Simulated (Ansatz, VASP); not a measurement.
# C in VASP and in Ansatz

```
C
1.0
     0.00000    1.78565    1.78565
     1.78565    0.00000    1.78565
     1.78565    1.78565    0.00000
C
2
Direct
  0.50000 0.50000 0.50000
  0.75000 0.75000 0.75000
```

Alike in both runs: functional PBE; k mesh 8 × 8 × 8; occupations gaussian, width 0.1 eV; no spin polarisation.

Ansatz relaxed the structure, and its values are those at the end. VASP's run is a single point on that final structure, the one shown.

|  | VASP | Ansatz |
| --- | --- | --- |
| version | VASP 6.6.1 | Ansatz 0.2.0 |
| potentials or method | VASP PAW PBE potentials, release 64 (C), cutoff 600 eV | scalar-relativistic, plane waves, PAW |
| valence electrons in the cell | 8 | 8 |

|  | VASP | Ansatz | Ansatz less VASP |
| --- | --- | --- | --- |
| gap on the k mesh at the Fermi level (eV) | 4.12 | 4.13 | +0.007 |
| least direct gap on the mesh (eV) | 5.58 | 5.58 | +0.004 |
| pressure (GPa) | 0.1 | 0.1 | +0.03 |
